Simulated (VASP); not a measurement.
Here is a VASP 6.6.1 calculation.

File INCAR:

```
ALGO = Normal
EDIFF = 1E-6
ENCUT = 520
GGA = RP
ISIF = 2
ISMEAR = -1
LASPH = True
LCHARG = False
LREAL = False
LWAVE = False
NBANDS = 36
NELM = 80
PREC = Accurate
SIGMA = 0.1
```

File KPOINTS:

```
k-points
0
Gamma
  11 11 3
```

File POSCAR:

```
Pb
1.0
    3.4700528751      0.0000000000      0.0000000000
   -1.7350264376      3.0051539423      0.0000000000
    0.0000000000      0.0000000000     11.2108928155
Pb
4
Direct
    1.0000000000      0.0000000000      1.0000000000
    0.0000000000      0.0000000000      0.5000000000
    0.3333333333      0.6666666667      0.2500000000
    0.6666666667      0.3333333333      0.7500000000
```

Potentials or basis: VASP PAW PBE potentials, release 64 (Pb_d).

The run is started by

```console
$ cat potpaw_PBE.64/Pb_d/POTCAR > POTCAR
$ mpirun -np 1 vasp_std > vasp.out
```

(1) What does it give for the pressure?

(2) What does it give for the band gap on the k mesh?

## Answers

(1) 5.9 GPa.

(2) zero (bands 28 and 29 overlap by 7.28 eV).

Caveat: the cell stands under pressure; the PAW data sets were made with another functional, which shifts forces and pressure a little; spin-orbit coupling is left out, which moves the levels of the heavy elements.
